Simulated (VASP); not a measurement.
Runs of VASP 6.6.1 on PtS2. Symmetry: P-3m1, No. 164, trigonal system. Conventional cell: a = 3.543 Å, b = 3.543 Å, c = 5.039 Å, α = 90.00°, β = 90.00°, γ = 120.00°. Pt (site symmetry -3m) has 6 S at 2.34 Å within 3.1 Å. Within 3.1 Å of S (site symmetry 3m) lie 3 Pt at 2.34 Å and 3 S at 3.07 Å. 

```csv
task,level,potentials or basis,U,cell,k mesh,cutoff (eV),smearing,grid for exact exchange (PRECFOCK),share of exact exchange,gap on the mesh (eV),pressure (GPa),largest force (eV/Å)
relaxation of cell and atoms,PBEsol,"VASP PAW PBE potentials, release 64 (Pt_sv_GW, S)",-,relaxed,9 × 9 × 5,570,fermi-dirac 0.05 eV,-,-,0.26,0.0,0.01
single point,r2SCAN,"VASP PAW PBE potentials, release 64 (Pt_sv_GW, S)",-,as given,7 × 7 × 5,630,fermi-dirac 0.1 eV,-,-,1.07,8.7,1.18
single point,r2SCAN-based global hybrid with 10 % exact exchange,"VASP PAW PBE potentials, release 64 (Pt, S)",-,as given,5 × 5 × 3,520,fermi-dirac 0.05 eV,Normal,0.1,(a),(b),1.09
single point,PBE+U,"VASP PAW PBE potentials, release 64 (Pt, S)",Pt d U = 4.0 eV,as given,9 × 9 × 5,520,fermi-dirac 0.05 eV,-,-,0.93,7.8,0.96
single point,PBE+U,"VASP PAW PBE potentials, release 64 (Pt, S)",Pt d U = 3.0 eV,as given,9 × 9 × 5,520,fermi-dirac 0.05 eV,-,-,0.97,8.7,1.04
```

Alike in all rows: no spin polarisation.

Problem. Estimate the missing entries.

Solution. (a) 1.95; (b) 7.7.

Caveats: spin-orbit coupling is left out, which moves the levels of the heavy elements; the cell stands under pressure (at least some runs); the PAW data sets were made with another functional, which shifts forces and pressure a little (at least some runs); forces of over 1 eV/Å act on the atoms, so gaps and moduli don't describe the material at rest (at least some runs).

A k mesh can miss the band edges, and the runs leave out spin-orbit coupling on Pt.

The runs don't all hold the same shells in valence.
